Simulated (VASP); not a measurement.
**CsBr: elastic constants with PBEsol**

The system is CsBr.

```
Cs Br
1.0
     4.24018    0.00000    0.00000
     0.00000    4.24018    0.00000
     0.00000    0.00000    4.24018
Cs Br
1 1
Cartesian
  0.0000 0.0000 0.0000
  2.1201 2.1201 2.1201
```

```yaml
Program: VASP 6.6.1
Task: elastic constants
Functional: PBEsol
Potentials_or_basis: VASP PAW PBE potentials, release 64 (Cs_sv, Br)
Cutoff: 500 eV
k_mesh: 6 × 6 × 6
Occupations: gaussian, width 0.01 eV
Spin: no spin polarisation
Dipole_correction: no
Ions_in_elastic_constants: relaxed
Further_INCAR_settings: ALGO = Normal; EDIFF = 1e-08; NBANDS = 15; IBRION = 6; POTIM = 0.015; NSW = 1; ISIF = 3
```

The elastic constants C11, C12, C44 are 32, 8, 9 GPa and the voigt bulk modulus is 16 GPa. The highest phonon frequency at Γ, LO-TO splitting left out is 70 cm⁻¹.

Phonon frequencies in cm⁻¹ (negative: imaginary):
| q point | frequencies |
| --- | --- |
| (0.000, 0.000, 0.000) | 0 0 0 70 70 70 |

Elastic tensor in Voigt notation (GPa, in the Cartesian axes of the cell as first typed):
```
32  8  8  0  0  0
 8 32  8  0  0  0
 8  8 32  0  0  0
 0  0  0  9  0  0
 0  0  0  0  9  0
 0  0  0  0  0  9
```

Clamped-ion elastic tensor (GPa):
```
32  8  8  0  0  0
 8 32  8  0  0  0
 8  8 32  0  0  0
 0  0  0  9  0  0
 0  0  0  0  9  0
 0  0  0  0  0  9
```

Wall time 6.2 min on 1 thread of Intel(R) Xeon(R) Platinum 8488C (Sapphire Rapids) (shared host), peak memory 0.27 GiB.

Caveat: the PAW data sets were made with another functional, which shifts forces and pressure a little.
